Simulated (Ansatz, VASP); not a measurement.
Two plane-wave programs on AlNi3

```
Ni Al
1.0
     3.52305    0.00000    0.00000
     0.00000    3.52305    0.00000
     0.00000    0.00000    3.52305
Ni Al
3 1
Direct
  0.50000 0.50000 0.00000
  0.50000 0.00000 0.50000
  0.00000 0.50000 0.50000
  0.00000 0.00000 0.00000
```

Alike in both runs: task relaxation of cell and atoms; functional PBE; dispersion D4; k mesh 8 × 8 × 8; occupations fermi-dirac, width 0.05 eV; collinear spin.

```csv
,VASP,Ansatz
version,VASP 6.6.1,Ansatz 0.2.0
potentials or method,"VASP PAW PBE potentials, release 64 (Ni, Al)",Ansatz PAW
plane-wave cutoff (eV),600,420
valence electrons in the cell,33,57
```

|  | VASP | Ansatz | Ansatz less VASP |
| --- | --- | --- | --- |
| gap on the k mesh at the Fermi level, each at its own relaxed structure (eV) | none | none | - |
| net moment per atom (μB) | 0.17 | 0.18 | +0.009 |
| size of the moment on the site where the two differ most (μB) | 0.24 | 0.26 | +0.024 |
| relaxed volume (Å³/atom) | 10.98 | 10.99 | +0.007 |
| relaxed cell length with the largest relative difference (Å) | 3.528 | 3.529 | +0.0007 |

Site moments also hang on the region over which each program counts them. A gap of «none» marks a metal or a gap that the smearing closes. VASP's potentials hold 33 valence electrons a cell and Ansatz's 57, so a difference there can come from the potentials and not from the codes.

Noted on Ansatz's run: the plane-wave basis is chosen anew once the cell has moved, so the energies of steps on either side of that aren't comparable.
